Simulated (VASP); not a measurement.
The system is ZnS.

```xyz
2
Lattice="0.0000 2.7020 2.7020 2.7020 0.0000 2.7020 2.7020 2.7020 0.0000" Properties=species:S:1:pos:R:3 pbc="T T T"
Zn    4.0530    4.0530    4.0530
S     0.0000    0.0000    0.0000
```

| Property | Result |
| --- | --- |
| Program | VASP 6.6.1 |
| Task | relaxation of cell and atoms |
| Functional | PBEsol |
| Dispersion | D4 |
| Potentials or basis | VASP PAW PBE potentials, release 64 (Zn, S) |
| Cutoff | 600 eV |
| k mesh | 9 × 9 × 9 |
| Occupations | fermi-dirac, width 0.05 eV |
| Spin | no spin polarisation |

At the start: pressure -3.1 GPa; volume 19.73 Å³/atom.

**Question.** How do energy, volume and symmetry change on relaxing?

**Answer.** Over 5 steps the energy falls by 8.3 meV/atom and the volume is 18.93 Å³/atom (-4.0 %); space group F-43m (No. 216, to 0.05 Å).

The path:
```csv
step,energy change (eV),largest force (eV/Å),pressure (GPa),volume (Å³)
1,0.0000,0.0000,-3.10,39.45
2,-0.0148,0.0000,1.25,37.32
3,-0.0166,0.0000,-0.09,37.83
4,-0.0166,0.0000,0.12,37.79
5,-0.0166,0.0000,-0.04,37.87
```

Final structure:
```
Zn S
1.0
     0.00000    2.66524    2.66524
     2.66524    0.00000    2.66524
     2.66524    2.66524    0.00000
Zn S
1 1
Direct
  0.75000 0.75000 0.75000
  0.00000 0.00000 0.00000
```

Caveat: the PAW data sets were made with another functional, which shifts forces and pressure a little.
